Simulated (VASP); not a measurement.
WSe2: electric field gradients with PBE

Crystal: WSe2.

```
CELL_PARAMETERS angstrom
3.31179 0.00000 0.00000
-1.65589 2.86809 0.00000
0.00000 0.00000 13.05590
ATOMIC_POSITIONS crystal
W 0.33333 0.66667 0.25000
W 0.66667 0.33333 0.75000
Se 0.33333 0.66667 0.62100
Se 0.66667 0.33333 0.12100
Se 0.33333 0.66667 0.87900
Se 0.66667 0.33333 0.37900
```

```
Program                : VASP 6.6.1
Task                   : electric field gradients
Functional             : PBE
Potentials or basis    : VASP PAW PBE potentials, release 64 (W_sv, Se)
Cutoff                 : 520 eV
k mesh                 : 11 × 11 × 3
Occupations            : fermi-dirac, width 0.08 eV
Spin                   : no spin polarisation
Dipole correction      : no
Further INCAR settings : ALGO = Normal; EDIFF = 1e-08; NBANDS = 35
```

The pressure is 1.2 GPa. The largest force is 0.106 eV/Å and the band gap on the k mesh is 0.96 eV (least direct gap 1.69 eV). The largest electric field gradient by atom is W -148.8; Se -71.8 V/Å².

Forces on the atoms (eV/Å):
```
W    0.000  0.000  0.000
W    0.000  0.000  0.000
Se   0.000  0.000  0.106
Se   0.000  0.000  0.106
Se   0.000  0.000 -0.106
Se   0.000  0.000 -0.106
```

Stress tensor (GPa, compression positive):
```
1.01 0.00 0.00
0.00 1.01 0.00
0.00 0.00 1.61
```

Levels at points of the mesh, in eV from the valence-band top:
```csv
k point,band 22,band 23,band 24,band 25,band 26,band 27,band 28,band 29,band 30,band 31
"(0.00, 0.00, 0.00)",-1.47,-1.47,-1.06,-1.04,0.00,2.59,2.59,2.64,2.64,2.67
```

Electric field gradients, principal values (V/Å²):
```tsv
atom	least	middle	greatest (by size)
1 W	74.384	74.385	-148.769
2 W	74.384	74.385	-148.769
3 Se	35.882	35.882	-71.764
4 Se	35.882	35.882	-71.764
5 Se	35.882	35.882	-71.764
6 Se	35.882	35.882	-71.764
```

It took 5.5 min on 1 thread of Intel Xeon 8259CL, with other jobs on the host, peak memory 0.32 GiB.

Caveat: without QUAD_EFG the Cq values of the log hold for a quadrupole moment of 1 mb, not for the nuclei; spin-orbit coupling is left out, which moves the levels of the heavy elements; this functional lacks dispersion, which binds layers or chains, so the pressure and a relaxed spacing across them are unreliable. A k mesh can miss the band edges.
